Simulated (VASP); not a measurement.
The system is PtS2.

```
Pt S
1.0
     2.50323   -4.16269    0.00000
     2.50323    4.16269    0.00000
     0.00000    0.00000    2.71990
Pt S
1 2
Direct
  0.50000 0.50000 0.50000
  0.00000 0.50000 0.50000
  0.50000 0.00000 0.50000
```

The cell was generated, and may not be a known phase.

```yaml
Program: VASP 6.6.1
Task: relaxation of cell and atoms
Functional: PBE
Potentials_or_basis: VASP PAW PBE potentials, release 64 (Pt, S)
Cutoff: 600 eV
k_mesh: 4 × 4 × 6
Occupations: gaussian, width 0.1 eV
Spin: no spin polarisation
```

At the start: pressure -0.1 GPa; volume 18.89 Å³/atom.

Question: Where does the relaxation end?

Answer: Over 5 steps the energy falls by 4.7 meV/atom and the volume is 18.97 Å³/atom (+0.4 %); space group Cmmm (No. 65, to 0.1 Å) before and after.

Step by step:
| step | energy change (eV) | largest force (eV/Å) | pressure (GPa) | volume (Å³) |
| --- | --- | --- | --- | --- |
| 1 | 0.0000 | 0.0000 | -0.09 | 56.68 |
| 2 | -0.0119 | 0.0000 | 0.87 | 56.58 |
| 3 | -0.0136 | 0.0000 | 0.57 | 56.61 |
| 4 | -0.0139 | 0.0000 | -0.39 | 57.13 |
| 5 | -0.0142 | 0.0000 | -0.01 | 56.92 |

Final structure:
```
Pt S
1.0
     2.48364   -4.14313    0.00000
     2.48364    4.14313    0.00000
     0.00000    0.00000    2.76586
Pt S
1 2
Direct
  0.50000 0.50000 0.50000
  0.00000 0.50000 0.50000
  0.50000 0.00000 0.50000
```

Caveat: the k points lie up to 0.38 Å⁻¹ apart in the final cell, too coarse for converged energies and pressures of a metal.
